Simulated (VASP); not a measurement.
Runs of VASP 6.6.1 on MgSi2N2. The structure is that of space group Cmmm (No. 65), or close to it. The cells are those of the table. 

| task | spin | cell | k mesh | cutoff (eV) | gap on the mesh (eV) | pressure (GPa) | relaxed volume (Å³/atom) | largest force (eV/Å) |
| --- | --- | --- | --- | --- | --- | --- | --- | --- |
| single point | off | a = 4.444, b = 4.444, c = 5.435 Å, angles 90.0, 90.0, 136.9°, 5 atoms | 4 × 4 × 4 | 520 | none | -0.1 | - | 0.02 |
| relaxation of cell and atoms | off | relaxed from a = 4.444, b = 4.444, c = 5.435 Å, angles 90.0, 90.0, 136.9°, 5 atoms | 6 × 6 × 4 | 600 | none | 0.0 | 14.72 | 0.03 |
| single point | off | a = 4.217, b = 4.217, c = 4.126 Å, angles 90.0, 90.0, 103.0°, 5 atoms | 4 × 4 × 4 | 520 | none | 17.4 | - | 4.15 |
| single point | collinear, ferromagnetic start | a = 4.217, b = 4.217, c = 4.126 Å, angles 90.0, 90.0, 103.0°, 5 atoms | 4 × 4 × 4 | 520 | none | 17.4 | - | 4.15 |
| single point | off | a = 4.394, b = 4.394, c = 5.432 Å, angles 90.0, 90.0, 135.3°, 5 atoms | 6 × 6 × 4 | 520 | none | -0.1 | - | 0.03 |
| relaxation of cell and atoms | off | relaxed from a = 4.217, b = 4.217, c = 4.126 Å, angles 90.0, 90.0, 103.0°, 5 atoms | 4 × 4 × 4 | 600 | none | -0.1 | (a) | 0.01 |

Alike in all rows: level PBE; potentials or basis VASP PAW PBE potentials, release 64 (Mg, Si, N); smearing gaussian 0.1 eV.

Q: Estimate the missing entries.

A: (a) 14.50.

Caveats: some runs use coarse meshes; forces of over 1 eV/Å act on the atoms, so gaps and moduli don't describe the material at rest (some runs).

A gap of «none» marks levels without a gap at the run's occupations.
